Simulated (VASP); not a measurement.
# ZnS (F-43m) in VASP: a series of runs, part 2 of 2

VASP 6.6.1. Earlier steps stand in the parts before.

### Step 3. Electric field gradients, PBEsol (volume scaled by 1.025)

Contents of INCAR:

```
PREC     = Accurate       # precision mode
ENCUT    = 520            # plane-wave cutoff, eV
EDIFF    = 1E-8           # SCF threshold, eV
ISMEAR   = -1             # smearing method
SIGMA    = 0.01           # smearing width, eV
LREAL    = False          # projectors in reciprocal space
LASPH    = True           # aspherical terms in the spheres
NELM     = 100            # most SCF steps
ALGO     = Normal         # electronic algorithm
ISIF     = 2              # what is computed and relaxed
LWAVE    = False          # write WAVECAR
LCHARG   = False          # write CHGCAR
GGA      = PS             # functional
LEFG     = True         
NBANDS   = 16             # bands
```

Contents of KPOINTS:

```
Automatic mesh
0
Gamma
  8 8 8
```

Contents of POSCAR:

```
ZnS
1.0
    0.0000000000      2.7270034930      2.7270034930
    2.7270034930      0.0000000000      2.7270034930
    2.7270034930      2.7270034930      0.0000000000
Zn S
1 1
Direct
    0.0000000000      0.0000000000      0.0000000000
    0.7500000000      0.7500000000      0.7500000000
```

Potentials or basis: VASP PAW PBE potentials, release 64 (Zn, S).

On the command line:

```console
$ cat potpaw_PBE.64/Zn/POTCAR potpaw_PBE.64/S/POTCAR > POTCAR
$ mpirun -np 1 vasp_std > vasp.out
```

OUTCAR:

```text
PREC = Accurate
   ENCUT = 520
   EDIFF = 1E-8
   ISMEAR = -1
   LREAL = False
   LASPH = True
   NELM = 100
   ISIF = 2
   GGA = PS

 ion  position               nearest neighbor table
   1  0.000  0.000  0.000-   2 2.36   2 2.36   2 2.36   2 2.36
   2  0.750  0.750  0.750-   1 2.36   1 2.36   1 2.36   1 2.36

  LATTYP: Found a face centered cubic cell.
 ALAT       =     5.4540069860

  Lattice vectors:

 A1 = (   0.0000000000,   2.7270034930,   2.7270034930)
 A2 = (   2.7270034930,   0.0000000000,   2.7270034930)
 A3 = (   2.7270034930,   2.7270034930,   0.0000000000)

Analysis of symmetry for initial positions (statically):
=====================================================================
 Subroutine PRICEL returns:
 Original cell was already a primitive cell.

 Routine SETGRP: Setting up the symmetry group for a
 face centered cubic supercell.

 Subroutine GETGRP returns: Found 24 space group operations
 (whereof 24 operations were pure point group operations)
 out of a pool of 48 trial point group operations.

The static configuration has the point symmetry T_d .

Analysis of symmetry for dynamics (positions and initial velocities):
=====================================================================
 Subroutine PRICEL returns:
 Original cell was already a primitive cell.

 Routine SETGRP: Setting up the symmetry group for a
 face centered cubic supercell.

 Subroutine GETGRP returns: Found 24 space group operations
 (whereof 24 operations were pure point group operations)
 out of a pool of 48 trial point group operations.

The dynamic configuration has the point symmetry T_d .

 Subroutine INISYM returns: Found 24 space group operations
[... 149 lines left out ...]
 fundamental gap:      1.8599182042
 Fermi energy:         1.9662300571

 k-point     1 :       0.0000    0.0000    0.0000
  band No.  band energies     occupation
      1     -11.2052      2.00000
      2      -4.5034      2.00000
      3      -4.5034      2.00000
      4      -4.5034      2.00000
      5      -4.0361      2.00000
      6      -4.0361      2.00000
[... 433 lines left out ...]
      3      -4.3289      2.00000
      4      -4.0850      2.00000
      5      -4.0241      2.00000
      6      -3.7787      2.00000
[... 8 lines left out ...]
     15      15.0079      0.00000
     16      15.8472      0.00000

 [... further k-points ...]
[... 5 lines left out ...]
  --------------------------------------------------------------------------------------
  -------------------------------------------------------------------------------------
  Total       -0.9187774     -0.9187774     -0.9187774     -0.0000000      0.0000000      0.0000000
  in kB      -36.2939129    -36.2939129    -36.2939129     -0.0000000      0.0000000      0.0000000
  external PRESSURE =     -36.2939129 kB  Pullay stress =       0.0000000 kB

 VOLUME and BASIS-vectors are now :
 -----------------------------------------------------------------------------
  energy-cutoff  :      520.00
  volume of cell :       40.56
      direct lattice vectors                 reciprocal lattice vectors
     0.000000000  2.727003493  2.727003493    -0.183351434  0.183351434  0.183351434
     2.727003493  0.000000000  2.727003493     0.183351434 -0.183351434  0.183351434
     2.727003493  2.727003493  0.000000000     0.183351434  0.183351434 -0.183351434

 POSITION                                       TOTAL-FORCE (eV/Angst)
 -----------------------------------------------------------------------------------
      0.00000      0.00000      0.00000        -0.000000      0.000000      0.000000
      4.09051      4.09051      4.09051         0.000000     -0.000000     -0.000000
 -----------------------------------------------------------------------------------
    total drift:                               -0.000000     -0.000000     -0.000000

  FREE ENERGIE OF THE ION-ELECTRON SYSTEM (eV)
  ---------------------------------------------------
  free  energy   TOTEN  =        -7.5649556513 eV

  energy  without entropy=       -7.5649556513  energy(sigma->0) =       -7.56495565

 Electric field gradients (V/A^2)
---------------------------------------------------------------------
 ion       V_xx      V_yy      V_zz      V_xy      V_xz      V_yz
---------------------------------------------------------------------
   1      -0.000    -0.000     0.000     0.004     0.004     0.004
   2      -0.000    -0.000    -0.000    -0.000    -0.000    -0.000
---------------------------------------------------------------------

 Electric field gradients after diagonalization (V/A^2)
 (convention: |V_zz| > |V_xx| > |V_yy|)
----------------------------------------------------------------------
 ion       V_xx      V_yy      V_zz     asymmetry (V_yy - V_xx)/ V_zz
----------------------------------------------------------------------
   1      -0.004    -0.004     0.009       0.000
   2       0.000     0.000    -0.000       0.000
----------------------------------------------------------------------

           NMR quadrupolar parameters

 Cq : quadrupolar parameter    Cq=e*Q*V_zz/h
 eta: asymmetry parameters     (V_yy - V_xx)/ V_zz
 Q  : nuclear electric quadrupole moment in mb (millibarn)
----------------------------------------------------------------------
 ion       Cq(MHz)       eta       Q (mb)
----------------------------------------------------------------------
   1       0.000       0.000       1.000
   2      -0.000       0.000       1.000
----------------------------------------------------------------------
```

Run time: 11 s. Hardware: 1 thread of Intel Xeon 6975P-C (Granite Rapids), shared host; peak memory 0.17 GiB.

Results:

```yaml
Free_energy: -7.5650 eV
Pressure: -3.6 GPa
Band_gap_on_the_k_mesh: 1.86 eV, direct
```

Caveat: without QUAD_EFG the Cq values of the log hold for a quadrupole moment of 1 mb, not for the nuclei; the PAW data sets were made with another functional, which shifts forces and pressure a little.

### Step 4. Electric field gradients, PBEsol (volume scaled by 1.05)

Contents of INCAR:

```
SYSTEM = ZnS
PREC = Accurate
ENCUT = 520
EDIFF = 1E-8
ISMEAR = -1
SIGMA = 0.01
LREAL = .FALSE.
LASPH = .TRUE.
NELM = 100
ALGO = Normal
ISIF = 2
LWAVE = .FALSE.
LCHARG = .FALSE.
GGA = PS
LEFG = .TRUE.
NBANDS = 16
```

Contents of KPOINTS:

```
Automatic mesh
0
G
  8 8 8
  0 0 0
```

Contents of POSCAR:

```
ZnS
1.0
    0.0000000000      2.7489964065      2.7489964065
    2.7489964065      0.0000000000      2.7489964065
    2.7489964065      2.7489964065      0.0000000000
Zn S
1 1
Direct
    0.0000000000      0.0000000000      0.0000000000
    0.7500000000      0.7500000000      0.7500000000
```

Potentials or basis: VASP PAW PBE potentials, release 64 (Zn, S).

On the command line:

```console
$ cat potpaw_PBE.64/Zn/POTCAR potpaw_PBE.64/S/POTCAR > POTCAR
$ mpirun -np 1 vasp_std > vasp.out
```

OUTCAR:

```text
SYSTEM = ZnS
   PREC = Accurate
   ENCUT = 520
   EDIFF = 1E-8
   ISMEAR = -1
   LREAL = .FALSE.
   LASPH = .TRUE.
   NELM = 100
   ISIF = 2
   GGA = PS

 ion  position               nearest neighbor table
   1  0.000  0.000  0.000-   2 2.38   2 2.38   2 2.38   2 2.38
   2  0.750  0.750  0.750-   1 2.38   1 2.38   1 2.38   1 2.38

  LATTYP: Found a face centered cubic cell.
 ALAT       =     5.4979928130

  Lattice vectors:

 A1 = (   0.0000000000,   2.7489964065,   2.7489964065)
 A2 = (   2.7489964065,   0.0000000000,   2.7489964065)
 A3 = (   2.7489964065,   2.7489964065,   0.0000000000)

Analysis of symmetry for initial positions (statically):
=====================================================================
 Subroutine PRICEL returns:
 Original cell was already a primitive cell.

 Routine SETGRP: Setting up the symmetry group for a
 face centered cubic supercell.

 Subroutine GETGRP returns: Found 24 space group operations
 (whereof 24 operations were pure point group operations)
 out of a pool of 48 trial point group operations.

The static configuration has the point symmetry T_d .

Analysis of symmetry for dynamics (positions and initial velocities):
=====================================================================
 Subroutine PRICEL returns:
 Original cell was already a primitive cell.

 Routine SETGRP: Setting up the symmetry group for a
 face centered cubic supercell.

 Subroutine GETGRP returns: Found 24 space group operations
 (whereof 24 operations were pure point group operations)
 out of a pool of 48 trial point group operations.

The dynamic configuration has the point symmetry T_d .

[... 158 lines left out ...]
      4      -4.6305      2.00000
      5      -4.1902      2.00000
      6      -4.1902      2.00000
[... 433 lines left out ...]
      3      -4.4645      2.00000
      4      -4.2329      2.00000
      5      -4.1784      2.00000
      6      -3.9448      2.00000
[... 8 lines left out ...]
     15      14.7007      0.00000
     16      15.5251      0.00000

 [... further k-points ...]

------------------------ aborting loop because EDIFF is reached ----------------------------------------

  FORCE on cell =-STRESS in cart. coord.  units (eV):
  Direction    XX          YY          ZZ          XY          YZ          ZX
  --------------------------------------------------------------------------------------
  -------------------------------------------------------------------------------------
  Total       -1.3052312     -1.3052312     -1.3052312      0.0000000     -0.0000000     -0.0000000
  in kB      -50.3321546    -50.3321546    -50.3321546      0.0000000     -0.0000000     -0.0000000
  external PRESSURE =     -50.3321546 kB  Pullay stress =       0.0000000 kB

 VOLUME and BASIS-vectors are now :
 -----------------------------------------------------------------------------
  energy-cutoff  :      520.00
  volume of cell :       41.55
      direct lattice vectors                 reciprocal lattice vectors
     0.000000000  2.748996406  2.748996406    -0.181884559  0.181884559  0.181884559
     2.748996406  0.000000000  2.748996406     0.181884559 -0.181884559  0.181884559
     2.748996406  2.748996406  0.000000000     0.181884559  0.181884559 -0.181884559

 POSITION                                       TOTAL-FORCE (eV/Angst)
 -----------------------------------------------------------------------------------
      0.00000      0.00000      0.00000        -0.000000     -0.000000      0.000000
      4.12349      4.12349      4.12349         0.000000      0.000000     -0.000000
 -----------------------------------------------------------------------------------
    total drift:                               -0.000000     -0.000000     -0.000000

  FREE ENERGIE OF THE ION-ELECTRON SYSTEM (eV)
  ---------------------------------------------------
  free  energy   TOTEN  =        -7.5383039170 eV

  energy  without entropy=       -7.5383039170  energy(sigma->0) =       -7.53830392

 Electric field gradients (V/A^2)
---------------------------------------------------------------------
 ion       V_xx      V_yy      V_zz      V_xy      V_xz      V_yz
---------------------------------------------------------------------
   1       0.000     0.000    -0.000     0.005     0.005     0.005
   2       0.000     0.000     0.000    -0.000    -0.000    -0.000
---------------------------------------------------------------------

 Electric field gradients after diagonalization (V/A^2)
 (convention: |V_zz| > |V_xx| > |V_yy|)
----------------------------------------------------------------------
 ion       V_xx      V_yy      V_zz     asymmetry (V_yy - V_xx)/ V_zz
----------------------------------------------------------------------
   1      -0.005    -0.005     0.010       0.000
   2       0.000     0.000    -0.000       0.000
----------------------------------------------------------------------

           NMR quadrupolar parameters

 Cq : quadrupolar parameter    Cq=e*Q*V_zz/h
 eta: asymmetry parameters     (V_yy - V_xx)/ V_zz
 Q  : nuclear electric quadrupole moment in mb (millibarn)
----------------------------------------------------------------------
 ion       Cq(MHz)       eta       Q (mb)
----------------------------------------------------------------------
   1       0.000       0.000       1.000
   2      -0.000       0.000       1.000
----------------------------------------------------------------------
```

OSZICAR:

```text
N       E                     dE             d eps       ncg     rms          rms(c)
DAV:   1     0.882318289816E+02    0.88232E+02   -0.88359E+03   928   0.132E+03
DAV:   2    -0.217066789897E+01   -0.90402E+02   -0.84784E+02  1040   0.260E+02
DAV:   3    -0.787858903991E+01   -0.57079E+01   -0.56828E+01  1112   0.640E+01
DAV:   4    -0.793940213953E+01   -0.60813E-01   -0.60798E-01  1136   0.680E+00
DAV:   5    -0.794012448074E+01   -0.72234E-03   -0.72232E-03  1176   0.712E-01    0.602E+00
DAV:   6    -0.756025216653E+01    0.37987E+00   -0.77901E-01  1360   0.313E+01    0.480E+00
DAV:   7    -0.754172312425E+01    0.18529E-01   -0.20755E-01  1072   0.440E+00    0.234E+00
DAV:   8    -0.753835077667E+01    0.33723E-02   -0.44683E-03  1320   0.784E-01    0.536E-01
DAV:   9    -0.753821640643E+01    0.13437E-03   -0.90578E-04  1088   0.259E-01    0.985E-02
DAV:  10    -0.753830824192E+01   -0.91835E-04   -0.14072E-04  1160   0.914E-02    0.242E-02
DAV:  11    -0.753830359153E+01    0.46504E-05   -0.19977E-05  1072   0.434E-02    0.627E-03
DAV:  12    -0.753830396908E+01   -0.37755E-06   -0.23354E-06  1224   0.205E-02    0.320E-03
DAV:  13    -0.753830391285E+01    0.56232E-07   -0.40490E-07  1144   0.641E-03    0.847E-04
DAV:  14    -0.753830391700E+01   -0.41537E-08   -0.44748E-08  1184   0.227E-03
   1 F= -.75383039E+01 E0= -.75383039E+01  d E =-.612627E-12
```

Wall time 10 s (1 thread of Intel Xeon 6975P-C (Granite Rapids), shared host); peak memory 0.17 GiB.

Results:

```yaml
Free_energy: -7.5383 eV
Pressure: -5.0 GPa
Band_gap_on_the_k_mesh: 1.76 eV, direct
```

Caveat: without QUAD_EFG the Cq values of the log hold for a quadrupole moment of 1 mb, not for the nuclei; the PAW data sets were made with another functional, which shifts forces and pressure a little.

### Step 5. Overview

```csv
cell,gap on the mesh (eV),pressure (GPa)
"a = 3.825 Å, angles 60.0°, 2 atoms",1.97,-2.0
"a = 3.857 Å, angles 60.0°, 2 atoms",1.86,-3.6
"a = 3.888 Å, angles 60.0°, 2 atoms",1.76,-5.0
```

Alike in all rows: task electric field gradients; level PBEsol; potentials or basis VASP PAW PBE potentials, release 64 (Zn, S); no spin polarisation; k mesh 8 × 8 × 8; cutoff (eV) 520; smearing fermi-dirac 0.01 eV.

Caveats: the PAW data sets were made with another functional, which shifts forces and pressure a little.

Absolute energies hang on the potentials; compare differences alone.

### Step 6. Comparison with measurements

Step 2. Against the measured gap of ZnS, 3.85 eV (direct; 19 K; quoted in “Electronic, vibrational, and thermodynamic properties of ZnS (zincblende and rocksalt structure)”, 2009, arxiv:0911.5022), the calculated 1.97 eV is off by -1.88 eV. The value is that of PBEsol, without temperature or zero-point motion. Semilocal functionals fall short of measured gaps as a rule.
